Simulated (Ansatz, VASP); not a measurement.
## CoSi2: VASP beside Ansatz

```
CELL_PARAMETERS angstrom
0.00000 2.68018 2.68018
2.68018 0.00000 2.68018
2.68018 2.68018 0.00000
ATOMIC_POSITIONS crystal
Co 0.97920 0.02080 0.97920
Si 0.27183 0.22817 0.27183
Si 0.77183 0.72817 0.77183
```

Change from the starting cell: mode 4 frozen in at +0.000 Å and mode 8 at -0.117 Å (largest displacements).

Alike in both runs: task single point; functional PBE; k mesh 12 × 12 × 12; occupations gaussian, width 0.15 eV; no spin polarisation.

|  | VASP | Ansatz |
| --- | --- | --- |
| version | VASP 6.6.1 | Ansatz 0.2.0 |
| potentials or method | VASP PAW PBE potentials, release 64 (Co, Si), cutoff 520 eV | scalar-relativistic, plane waves, PAW |
| valence electrons in the cell | 17 | 25 |

VASP gave:

```
gap on the k mesh at the Fermi level (eV)                     : none
pressure (GPa)                                                : 4.0
traceless stress, the component that is largest in VASP (GPa) : -1.62
rms of the force components (eV/Å)                            : 1.085
```

Estimate Ansatz's values.

gap on the k mesh at the Fermi level (eV): none; pressure (GPa): 4.1; traceless stress, the component that is largest in VASP (GPa): -1.57; rms of the force components (eV/Å): 1.081.

Atom by atom the forces differ by 0.004 eV/Å (rms over components). A gap of «none» marks a metal or a gap that the smearing closes. VASP's potentials hold 17 valence electrons a cell and Ansatz's 25, so a difference there can come from the potentials and not from the codes.
